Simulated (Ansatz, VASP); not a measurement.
Given: the input of a run of Ansatz 0.2.0 on Sb.

File input.yaml:

```yaml
crystal:
  lattice:
    - [3.2015837161, 0.0, 0.0]
    - [0.0, 3.2015837161, 0.0]
    - [0.0, 0.0, 3.2015837161]
  atoms:
    - { symbol: Sb, position: [0.0, 0.0, 0.0] }
hamiltonian:
  xc: rpbe
  pseudopotentials: { kind: paw }
kpoints:
  mp_grid: { grid: [8, 8, 8] }
scf:
  occupations: { method: gaussian, width: 0.05 }
output:
  forces: true
  stress: true
relax:
  f_tol: 0.01
  max_steps: 40
  cell: { stress_tol: 0.05 }
```

Potentials or basis: Ansatz PAW.

Command:

```bash
$ ansatz run input.yaml --threads 1 --pin off --max-ram 3584MiB --backend cpu --events-out ev --progress --plain --runs-dir out
```

Task: Translate it to VASP 6.6.1. Potentials there: VASP PAW PBE potentials, release 64 (Sb).

Result: As run (the cutoff follows the program's own potentials):

File INCAR:

```
SYSTEM = Sb
ALGO     = Normal         ! electronic algorithm
EDIFF    = 1E-7           ! SCF threshold, eV
EDIFFG   = -0.01          ! ionic threshold
ENCUT    = 500            ! plane-wave cutoff, eV
GGA      = RP             ! functional
GGA_COMPAT= .FALSE.      
IBRION   = 2              ! ionic algorithm
ISIF     = 3              ! what is computed and relaxed
ISMEAR   = 0              ! smearing method
LASPH    = .TRUE.         ! aspherical terms in the spheres
LCHARG   = .FALSE.        ! write CHGCAR
LREAL    = .FALSE.        ! projectors in reciprocal space
LWAVE    = .FALSE.        ! write WAVECAR
NELM     = 120            ! most SCF steps
NELMIN   = 4            
NSW      = 60             ! ionic steps
PREC     = Accurate       ! precision mode
SIGMA    = 0.05           ! smearing width, eV
```

File KPOINTS:

```
k-points
0
G
  8 8 8
  0 0 0
```

POSCAR

```
Sb
1.0
    3.2015837161      0.0000000000      0.0000000000
    0.0000000000      3.2015837161      0.0000000000
    0.0000000000      0.0000000000      3.2015837161
Sb
1
Direct
    0.0000000000      0.0000000000      0.0000000000
```

Potentials or basis: VASP PAW PBE potentials, release 64 (Sb).

The run is started by

```sh
$ cat potpaw_PBE.64/Sb/POTCAR > POTCAR
$ mpirun -np 1 vasp_std > vasp.out
```

Both were run:

|  | VASP | Ansatz | Ansatz less VASP |
| --- | --- | --- | --- |
| relaxed volume (Å³/atom) | 30.86 | 30.91 | +0.053 |
| relaxed cell length with the largest relative difference (Å) | 3.137 | 3.138 | +0.0018 |

VASP's potentials were made for PBE, not for RPBE. VASP's potentials hold 5 valence electrons a cell and Ansatz's 15, so a difference there can come from the potentials and not from the codes.

Spin-orbit coupling is off throughout. Noted on Ansatz's run: the plane-wave basis is chosen anew once the cell has moved, so the energies of steps on either side of that aren't comparable.
